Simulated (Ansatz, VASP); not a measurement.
ScTa in VASP and in Ansatz

```xyz
4
Lattice="4.9186 0.0000 0.0000 0.0000 2.9802 0.0000 0.0000 0.0000 5.6075" Properties=species:S:1:pos:R:3 pbc="T T T"
Sc    3.6890    0.0000    3.6475
Sc    1.2297    0.0000    1.9600
Ta    3.6890    1.4901    0.7037
Ta    1.2297    1.4901    4.9038
```

Alike in both runs: functional PBE; k mesh 10 × 16 × 8; occupations gaussian, width 0.1 eV; no spin polarisation.

Ansatz relaxed the structure, and its values are those at the end. VASP's run is a single point on that final structure, the one shown.

```csv
,VASP,Ansatz
version,VASP 6.6.1,Ansatz 0.2.0
potentials or method,"VASP PAW PBE potentials, release 64 (Sc_sv, Ta_pv), cutoff 520 eV","scalar-relativistic, plane waves, PAW"
valence electrons in the cell,44,48
```

VASP gave:

| Quantity | Value |
| --- | --- |
| gap on the k mesh at the Fermi level (eV) | none |
| pressure (GPa) | 0.1 |
| rms of the force components (eV/Å) | 0.003 |

Q: What did Ansatz give for the same quantities?

A: gap on the k mesh at the Fermi level (eV): none; pressure (GPa): 0.0; rms of the force components (eV/Å): 0.003.

A gap of «none» marks a metal or a gap that the smearing closes. VASP's potentials hold 44 valence electrons a cell and Ansatz's 48, so a difference there can come from the potentials and not from the codes.

Spin-orbit coupling is off throughout.
